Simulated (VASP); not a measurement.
C, 2 atoms in the cell. Symmetry: R-3m, No. 166, trigonal system. The conventional cell has a = 2.458 Å, b = 2.458 Å, c = 9.851 Å, α = 90.00°, β = 90.00°, γ = 120.00°. Within 1.9 Å of C (site symmetry 3m) lie 3 C at 1.42 Å.  This cell differs from its parent crystal: mode 4 frozen in at +0.032 Å and mode 6 at +0.000 Å (largest displacements).

- Program: VASP 6.6.1
- Task: single point
- Functional: PBEsol
- Dispersion: D3(BJ)
- Potentials or basis: VASP PAW PBE potentials, release 64 (C)
- Cutoff: 520 eV
- k mesh: 15 × 15 × 15
- Occupations: gaussian, width 0.05 eV
- Spin: no spin polarisation
- Dipole correction: no
- Further INCAR settings: ALGO = Normal; EDIFF = 1e-07; NBANDS = 11

Potentials or basis: VASP PAW PBE potentials, release 64 (C).

Run with:

```console
$ cat potpaw_PBE.64/C/POTCAR > POTCAR
$ mpirun -np 1 vasp_std > vasp.out
```

Hardware: 1 thread of Intel(R) Xeon(R) Platinum 8259CL CPU @ 2.50GHz (Skylake/Cascade Lake), on a shared host.

Q: Estimate the wall time of this run.

A: Run time: 120 s on 1 thread of Intel(R) Xeon(R) Platinum 8259CL CPU @ 2.50GHz (Skylake/Cascade Lake) (shared host), peak memory 0.19 GiB. Counts: scf iterations 13, k points 344.
